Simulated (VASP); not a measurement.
# TiSi2 (Fddd) in VASP: a series of runs, part 2 of 2

VASP 6.6.1.

## Step 4: Single point, PBE

This run uses another cell than the first one, of 14.17 Å³/atom, 0.956 times its volume.

Input file INCAR:

```
SYSTEM = TiSi2
ALGO     = Normal         ! electronic algorithm
EDIFF    = 1E-6           ! SCF threshold, eV
ENCUT    = 520            ! plane-wave cutoff, eV
GGA      = PE             ! functional
ISIF     = 2              ! what is computed and relaxed
ISMEAR   = -1             ! smearing method
LASPH    = .True.         ! aspherical terms in the spheres
LCHARG   = .False.        ! write CHGCAR
LREAL    = .False.        ! projectors in reciprocal space
LWAVE    = .False.        ! write WAVECAR
NBANDS   = 29             ! bands
NELM     = 100            ! most SCF steps
PREC     = Accurate       ! precision mode
SIGMA    = 0.05           ! smearing width, eV
```

Input file KPOINTS:

```
k-points
0
Gamma
  7 7 7
  0 0 0
```

Input file POSCAR:

```
TiSi2
1.0
    0.0000000000      4.1238581482      4.2890158113
    2.4031078432      0.0000000000      4.2890158113
    2.4031078432      4.1238581482      0.0000000000
Ti Si
2 4
Direct
    0.7500000000      0.7500000000      0.7500000000
    0.5000000000      0.5000000000      0.5000000000
    0.4127753692      0.0872246308      0.4127753692
    0.0872246308      0.4127753692      0.0872246308
    0.1627753692      0.8372246308      0.1627753692
    0.8372246308      0.1627753692      0.8372246308
```

Potentials or basis: VASP PAW PBE potentials, release 64 (Ti_sv, Si).

Run with:

```bash
> cat potpaw_PBE.64/Ti_sv/POTCAR potpaw_PBE.64/Si/POTCAR > POTCAR
> mpirun -np 1 vasp_std > vasp.out
```

OUTCAR:

```text
SYSTEM = TiSi2
   EDIFF = 1E-6
   ENCUT = 520
   GGA = PE
   ISIF = 2
   ISMEAR = -1
   LASPH = .True.
   LREAL = .False.
   NELM = 100
   PREC = Accurate

 ion  position               nearest neighbor table
   1  0.750  0.750  0.750-   6 2.56   5 2.56   6 2.56   5 2.56   3 2.75   3 2.75   4 2.75   4 2.75
                             3 2.78   4 2.78
   2  0.500  0.500  0.500-   4 2.56   3 2.56   4 2.56   3 2.56   5 2.75   5 2.75   6 2.75   6 2.75
                             5 2.78   6 2.78
   3  0.413  0.087  0.413-   6 2.54   6 2.54   2 2.56   2 2.56   4 2.69   1 2.75   1 2.75   1 2.78
                             4 2.80   4 2.80
[... 985 lines left out ...]
  Total       -0.0095553     -0.0064109     -0.0045277      0.0000000      0.0000000      0.0000000
  in kB       -0.1800911     -0.1208277     -0.0853344      0.0000000      0.0000000      0.0000000
  external PRESSURE =      -0.1287510 kB  Pullay stress =       0.0000000 kB

 VOLUME and BASIS-vectors are now :
 -----------------------------------------------------------------------------
  energy-cutoff  :      520.00
  volume of cell :       85.01
      direct lattice vectors                 reciprocal lattice vectors
     0.000000000  4.123858148  4.289015811    -0.208063904  0.121245684  0.116576861
     2.403107843  0.000000000  4.289015811     0.208063904 -0.121245684  0.116576861
     2.403107843  4.123858148  0.000000000     0.208063904  0.121245684 -0.116576861

 POSITION                                       TOTAL-FORCE (eV/Angst)
 -----------------------------------------------------------------------------------
      3.60466      6.18579      6.43352         0.000000      0.000000     -0.000000
      2.40311      4.12386      4.28902         0.000000     -0.000000     -0.000000
      1.20155      3.40445      2.14451         0.000000      0.000591      0.000000
      1.20155      0.71940      2.14451         0.000000     -0.000591      0.000000
      2.40311      1.34253      4.28902        -0.000000      0.000591     -0.000000
      2.40311      6.90519      4.28902        -0.000000     -0.000591     -0.000000
 -----------------------------------------------------------------------------------
    total drift:                               -0.000000     -0.000000      0.000000

  FREE ENERGIE OF THE ION-ELECTRON SYSTEM (eV)
  ---------------------------------------------------
  free  energy   TOTEN  =       -40.7006369405 eV

  energy  without entropy=      -40.6803647777  energy(sigma->0) =      -40.69050086
```

OSZICAR:

```text
N       E                     dE             d eps       ncg     rms          rms(c)
DAV:   1     0.387738804463E+03    0.38774E+03   -0.18793E+04  3712   0.146E+03
DAV:   2     0.162391557891E+01   -0.38611E+03   -0.37534E+03  3732   0.427E+02
DAV:   3    -0.408295882864E+02   -0.42454E+02   -0.41601E+02  6239   0.119E+02
DAV:   4    -0.441851344142E+02   -0.33555E+01   -0.33376E+01  5328   0.300E+01
DAV:   5    -0.443968905684E+02   -0.21176E+00   -0.21170E+00  5655   0.632E+00    0.183E+01
DAV:   6    -0.414438620498E+02    0.29530E+01   -0.34642E+01  5306   0.408E+01    0.719E+00
DAV:   7    -0.407853864292E+02    0.65848E+00   -0.70757E+00  5069   0.195E+01    0.514E+00
DAV:   8    -0.407222235222E+02    0.63163E-01   -0.89769E-01  5092   0.738E+00    0.150E+00
DAV:   9    -0.406998032819E+02    0.22420E-01   -0.18267E-01  5078   0.351E+00    0.519E-01
DAV:  10    -0.407010943682E+02   -0.12911E-02   -0.76217E-03  4998   0.636E-01    0.274E-01
DAV:  11    -0.407008374783E+02    0.25689E-03   -0.74617E-03  5370   0.642E-01    0.171E-01
DAV:  12    -0.407006372699E+02    0.20021E-03   -0.15422E-03  5146   0.307E-01    0.177E-02
DAV:  13    -0.407006372664E+02    0.35670E-08   -0.35582E-05  4759   0.516E-02    0.148E-02
DAV:  14    -0.407006369405E+02    0.32590E-06   -0.28690E-06  4759   0.138E-02
   1 F= -.40700637E+02 E0= -.40690501E+02  d E =-.202722E-01
```

stdout:

```text
POSCAR found type information on POSCAR TiSi
 POSCAR found :  2 types and       6 ions
 scaLAPACK will be used
 LDA part: xc-table for (Slater+PW92), standard interpolation
 POSCAR, INCAR and KPOINTS ok, starting setup
 FFT: planning ... GRIDC
 FFT: planning ... GRID_SOFT
 FFT: planning ... GRID
 WAVECAR not read
 entering main loop
```

Wall time 3.4 min (1 thread of Intel Xeon Platinum 8375C at 2.90GHz (Ice Lake), shared host); peak memory 0.31 GiB.

What came out:

* Free energy: -40.7006 eV
* Pressure: 0.0 GPa
* Band gap on the k mesh: zero (band 20 reaches 10.73 eV, above the bottom of band 21 at 8.95 eV)

Levels at points of the mesh, in eV from the Fermi level:
```
           k point  band 17  band 18  band 19  band 20  band 21  band 22  band 23  band 24
(0.00, 0.00, 0.00)    -2.25    -2.05    -1.77    -1.33    -0.90     2.03     3.06     3.25
```

## Step 5: Single point, BLYP

This run uses another cell than the first one, of 14.97 Å³/atom, 1.010 times its volume.

Input file INCAR:

```
SYSTEM = TiSi2
PREC     = Accurate       ! precision mode
ENCUT    = 520            ! plane-wave cutoff, eV
EDIFF    = 1E-6           ! SCF threshold, eV
ISMEAR   = -1             ! smearing method
SIGMA    = 0.05           ! smearing width, eV
LREAL    = .FALSE.        ! projectors in reciprocal space
LASPH    = .TRUE.         ! aspherical terms in the spheres
NELM     = 60             ! most SCF steps
ALGO     = Normal         ! electronic algorithm
ISIF     = 2              ! what is computed and relaxed
LWAVE    = .FALSE.        ! write WAVECAR
LCHARG   = .TRUE.         ! write CHGCAR
GGA      = B5             ! functional
ALDAX    = 1.0          
AGGAX    = 1.0          
AGGAC    = 1.0          
ALDAC    = 0.0          
LELF     = .TRUE.         ! ELF
LVHAR    = .TRUE.       
NBANDS   = 29             ! bands
```

Input file KPOINTS:

```
regular mesh
0
G
  7 7 7
  0 0 0
```

Input file POSCAR:

```
TiSi2
1.0
    0.0000000000      4.2353074062      4.3205517939
    2.4535714610      0.0000000000      4.3205517939
    2.4535714610      4.2353074062      0.0000000000
Ti Si
2 4
Direct
    0.7500000000      0.7500000000      0.7500000000
    0.5000000000      0.5000000000      0.5000000000
    0.4131316064      0.0868683936      0.4131316064
    0.0868683936      0.4131316064      0.0868683936
    0.1631316064      0.8368683936      0.1631316064
    0.8368683936      0.1631316064      0.8368683936
```

Potentials or basis: VASP PAW PBE potentials, release 64 (Ti_sv, Si).

Run with:

```bash
> cat potpaw_PBE.64/Ti_sv/POTCAR potpaw_PBE.64/Si/POTCAR > POTCAR
> mpirun -np 1 vasp_std > vasp.out
```

OUTCAR:

```text
SYSTEM = TiSi2
   PREC = Accurate
   ENCUT = 520
   EDIFF = 1E-6
   ISMEAR = -1
   LREAL = .FALSE.
   LASPH = .TRUE.
   NELM = 60
   ISIF = 2
   GGA = B5

 ion  position               nearest neighbor table
   1  0.750  0.750  0.750-   6 2.59   5 2.59   6 2.59   5 2.59   3 2.82   3 2.82   4 2.82   4 2.82
                             3 2.85   4 2.85
   2  0.500  0.500  0.500-   4 2.59   3 2.59   4 2.59   3 2.59   5 2.82   5 2.82   6 2.82   6 2.82
                             5 2.85   6 2.85
   3  0.413  0.087  0.413-   6 2.57   6 2.57   2 2.59   2 2.59   4 2.76   1 2.82   1 2.82   1 2.85
[... 985 lines left out ...]
  -------------------------------------------------------------------------------------
  Total        0.2061067      0.1696130      0.2414795      0.0000000      0.0000000      0.0000000
  in kB        3.6774755      3.0263342      4.3086179      0.0000000      0.0000000      0.0000000
  external PRESSURE =       3.6708092 kB  Pullay stress =       0.0000000 kB

 VOLUME and BASIS-vectors are now :
 -----------------------------------------------------------------------------
  energy-cutoff  :      520.00
  volume of cell :       89.80
      direct lattice vectors                 reciprocal lattice vectors
     0.000000000  4.235307406  4.320551794    -0.203784568  0.118055185  0.115725959
     2.453571461  0.000000000  4.320551794     0.203784568 -0.118055185  0.115725959
     2.453571461  4.235307406  0.000000000     0.203784568  0.118055185 -0.115725959

 POSITION                                       TOTAL-FORCE (eV/Angst)
 -----------------------------------------------------------------------------------
      3.68036      6.35296      6.48083         0.000000     -0.000000     -0.000000
      2.45357      4.23531      4.32055        -0.000000      0.000000      0.000000
      1.22679      3.49948      2.16028        -0.000000      0.003417     -0.000000
      1.22679      0.73583      2.16028        -0.000000     -0.003417     -0.000000
      2.45357      1.38183      4.32055         0.000000      0.003417     -0.000000
      2.45357      7.08879      4.32055         0.000000     -0.003417     -0.000000
 -----------------------------------------------------------------------------------
    total drift:                               -0.000000     -0.000000     -0.000000

  FREE ENERGIE OF THE ION-ELECTRON SYSTEM (eV)
  ---------------------------------------------------
  free  energy   TOTEN  =       -33.9124670422 eV

  energy  without entropy=      -33.8896640059  energy(sigma->0) =      -33.90106552
```

stdout:

```text
POSCAR found type information on POSCAR TiSi
 POSCAR found :  2 types and       6 ions
 scaLAPACK will be used
 -----------------------------------------------------------------------------
|                                                                             |
|                                                                             |
|     You enforced a specific xc type in the INCAR file but a different       |
|     I HOPE YOU KNOW WHAT YOU ARE DOING!                                     |
|                                                                             |
 -----------------------------------------------------------------------------

 LDA part: xc-table for (Slater(with rela. corr.)+VWN5), standard interpolation
 POSCAR, INCAR and KPOINTS ok, starting setup
 FFT: planning ... GRIDC
 FFT: planning ... GRID_SOFT
 FFT: planning ... GRID
 WAVECAR not read
 entering main loop
```

It took 4.2 min on 1 thread of AMD EPYC 7R43 (Zen 3), shared host; peak memory 0.28 GiB.

What came out:

```
Free energy            : -33.9125 eV
Pressure               : 0.4 GPa
Largest force          : 0.003 eV/Å
Band gap on the k mesh : zero (band 20 reaches 10.46 eV, above the bottom of band 21 at 8.84 eV)
```

Forces in eV/Å, atoms in the order of the input:
```
Ti   0.000  0.000  0.000
Ti   0.000  0.000  0.000
Si   0.000  0.003  0.000
Si   0.000 -0.003  0.000
Si   0.000  0.003  0.000
Si   0.000 -0.003  0.000
```

Stress tensor (GPa, compression positive):
```
0.37 0.00 0.00
0.00 0.30 0.00
0.00 0.00 0.43
```

Caveat: the PAW data sets were made with another functional, which shifts forces and pressure a little.

## Step 6: Single point, revPBE+D4

This run uses another cell than the first one, of 13.59 Å³/atom, 0.917 times its volume.

Input file INCAR:

```
SYSTEM = TiSi2
ALGO = Normal
EDIFF = 1E-7
ENCUT = 520
GGA = RE
ISIF = 2
ISMEAR = -1
IVDW = 13
LASPH = .TRUE.
LCHARG = .FALSE.
LREAL = .FALSE.
LWAVE = .FALSE.
NBANDS = 29
NELM = 80
PREC = Accurate
SIGMA = 0.05
```

Input file KPOINTS:

```
k-points
0
G
  7 7 7
  0 0 0
```

Input file POSCAR:

```
TiSi2
1.0
    0.0000000000      4.0568652524      4.2456806966
    2.3668374256      0.0000000000      4.2456806966
    2.3668374256      4.0568652524      0.0000000000
Ti Si
2 4
Direct
    0.7500000000      0.7500000000      0.7500000000
    0.5000000000      0.5000000000      0.5000000000
    0.4132975604      0.0867024396      0.4132975604
    0.0867024396      0.4132975604      0.0867024396
    0.1632975604      0.8367024396      0.1632975604
    0.8367024396      0.1632975604      0.8367024396
```

Potentials or basis: VASP PAW PBE potentials, release 64 (Ti_sv, Si).

Run with:

```bash
> cat potpaw_PBE.64/Ti_sv/POTCAR potpaw_PBE.64/Si/POTCAR > POTCAR
> mpirun -np 1 vasp_std > vasp.out
```

It took 3.6 min on 1 thread of AMD EPYC 7R13 (Zen 3), shared host; peak memory 0.27 GiB.

Results (log left out):

| Quantity | Value |
| --- | --- |
| Free energy | -43.1885 eV |
| Pressure | -0.3 GPa |
| Band gap on the k mesh | zero (band 20 reaches 11.34 eV, above the bottom of band 21 at 9.49 eV) |
| Dispersion energy per atom | -0.705 eV |

Levels at points of the mesh, in eV from the Fermi level:
| k point | band 17 | band 18 | band 19 | band 20 | band 21 | band 22 | band 23 | band 24 |
| --- | --- | --- | --- | --- | --- | --- | --- | --- |
| (0.00, 0.00, 0.00) | -2.36 | -2.04 | -1.79 | -1.37 | -0.94 | 2.13 | 3.25 | 3.46 |

Caveat: the PAW data sets were made with another functional, which shifts forces and pressure a little; pairwise dispersion overbinds metals, which lowers pressure and volume.

## Step 7: Summary

| level | cell | gap on the mesh (eV) | pressure (GPa) |
| --- | --- | --- | --- |
| PBEsol | a = 6.043, b = 4.983, c = 4.854 Å, angles 75.8, 53.1, 51.1°, 6 atoms | none | -9.3 |
| PBE | a = 5.950, b = 4.916, c = 4.773 Å, angles 75.8, 53.2, 51.0°, 6 atoms | none | 0.0 |
| BLYP | a = 6.050, b = 4.969, c = 4.895 Å, angles 75.7, 52.7, 51.6°, 6 atoms | none | 0.4 |
| revPBE+D4 | a = 5.872, b = 4.861, c = 4.697 Å, angles 75.8, 53.4, 50.8°, 6 atoms | none | -0.3 |

Alike in all rows: task single point; potentials or basis VASP PAW PBE potentials, release 64 (Ti_sv, Si); no spin polarisation; k mesh 7 × 7 × 7; cutoff (eV) 520; smearing fermi-dirac 0.05 eV.

Caveats: the PAW data sets were made with another functional, which shifts forces and pressure a little (some runs); pairwise dispersion overbinds metals, which lowers pressure and volume (some runs).

Absolute energies hang on the potentials; compare differences alone.
